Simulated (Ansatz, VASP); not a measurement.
**BAs: VASP beside Ansatz**

```xyz
2
Lattice="0.0000 2.4062 2.4062 2.4062 0.0000 2.4062 2.4062 2.4062 0.0000" Properties=species:S:1:pos:R:3 pbc="T T T"
B     0.0000    0.0000    0.0000
As    1.2031    1.2031    1.2031
```

Alike in both runs: task relaxation of cell and atoms; functional PBE; k mesh 14 × 14 × 14; occupations fermi-dirac, width 0.08 eV; no spin polarisation.

|  | VASP | Ansatz |
| --- | --- | --- |
| version | VASP 6.6.1 | Ansatz 0.2.0 |
| potentials or method | VASP PAW PBE potentials, release 64 (B, As) | PAW with Ansatz's default frozen-core files, scalar-relativistic |
| plane-wave cutoff (eV) | 600 | 420 |
| valence electrons in the cell | 8 | 18 |

VASP gave:

```
relaxed volume (Å³/atom)                                     : 13.97
relaxed cell length with the largest relative difference (Å) : 3.406
```

Question: Estimate Ansatz's values.

Answer: Relaxed volume (Å³/atom): 13.90; relaxed cell length with the largest relative difference (Å): 3.401.

VASP's potentials hold 8 valence electrons a cell and Ansatz's 18, so a difference there can come from the potentials and not from the codes.
